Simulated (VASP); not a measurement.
A run of VASP 6.6.1:

The input INCAR:

```
PREC     = Accurate       # precision mode
ENCUT    = 520            # plane-wave cutoff, eV
EDIFF    = 1E-6           # SCF threshold, eV
ISMEAR   = 0              # smearing method
SIGMA    = 0.15           # smearing width, eV
LREAL    = F              # projectors in reciprocal space
LASPH    = T              # aspherical terms in the spheres
NELM     = 60             # most SCF steps
ALGO     = Fast           # electronic algorithm
ISIF     = 2              # what is computed and relaxed
LWAVE    = F              # write WAVECAR
LCHARG   = F              # write CHGCAR
GGA      = PS             # functional
NBANDS   = 26             # bands
```

The input KPOINTS:

```
Automatic mesh
0
Gamma
  14 14 14
```

Contents of POSCAR:

```
AlCu3
1.0
    3.6318704096      0.0000000000      0.0000000000
    0.0000000000      3.6318704096      0.0000000000
    0.0000000000      0.0000000000      3.6318704096
Al Cu
1 3
Direct
    0.0826020662      0.0000000000      0.0000000000
    0.5000000000      0.5000000000      0.0000000000
    0.5000000000      0.0000000000      0.5000000000
    0.0000000000      0.5000000000      0.5000000000
```

Potentials or basis: VASP PAW PBE potentials, release 64 (Al, Cu).

The run is started by

```sh
$ cat potpaw_PBE.64/Al/POTCAR potpaw_PBE.64/Cu/POTCAR > POTCAR
$ mpirun -np 1 vasp_std > vasp.out
```

Hardware: 1 thread of Intel Xeon 8259CL, with other jobs on the host.

Q: How long does it take, and how much memory?

A: Wall time 9.4 min on 1 thread of Intel Xeon 8259CL (shared host), peak memory 0.39 GiB. Counts: scf iterations 17, k points 288.
